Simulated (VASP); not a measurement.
Write the native input for VASP 6.6.1 that does the following.

| Quantity | Value |
| --- | --- |
| Task | single point |
| Functional | LDA |
| Potentials or basis | VASP PAW LDA potentials, release 64 (Zr_sv, S) |
| Cutoff | 520 eV |
| k mesh | 16 × 16 × 16 |
| Occupations | gaussian, width 0.15 eV |
| Spin | no spin polarisation |
| Dipole correction | no |
| Further INCAR settings | ALGO = Normal; EDIFF = 1e-07; NBANDS = 16 |

The structure of ZrS lies in POSCAR:

```
ZrS
1.0
    0.0000000000      2.5671447275      2.5671447275
    2.5671447275      0.0000000000      2.5671447275
    2.5671447275      2.5671447275      0.0000000000
Zr S
1 1
Direct
    0.0000000000      0.0000000000      0.0000000000
    0.5000000000      0.5000000000      0.5000000000
```

These files were run (other wordings do the same):

INCAR

```
PREC = Accurate ; ENCUT = 520
EDIFF = 1E-7 ; ISMEAR = 0
SIGMA = 0.15 ; LREAL = F
LASPH = T ; NELM = 100
ALGO = Normal ; ISIF = 2
LWAVE = F ; LCHARG = F
GGA = CA ; NBANDS = 16
```

KPOINTS

```
regular mesh
0
Gamma
  16 16 16
```

Potentials or basis: VASP PAW LDA potentials, release 64 (Zr_sv, S).

Launch:

```sh
$ cat potpaw_LDA.64/Zr_sv/POTCAR potpaw_LDA.64/S/POTCAR > POTCAR
$ mpirun -np 1 vasp_std > vasp.out
```

Results of the run:

| Item | Value |
| --- | --- |
| Pressure | 0.2 GPa |
| Band gap on the k mesh | zero (band 9 reaches 12.99 eV, above the bottom of band 10 at 9.86 eV) |

Run time: 38 s on 1 thread of Intel(R) Xeon(R) 6975P-C (Granite Rapids) (shared host), peak memory 0.2 GiB.
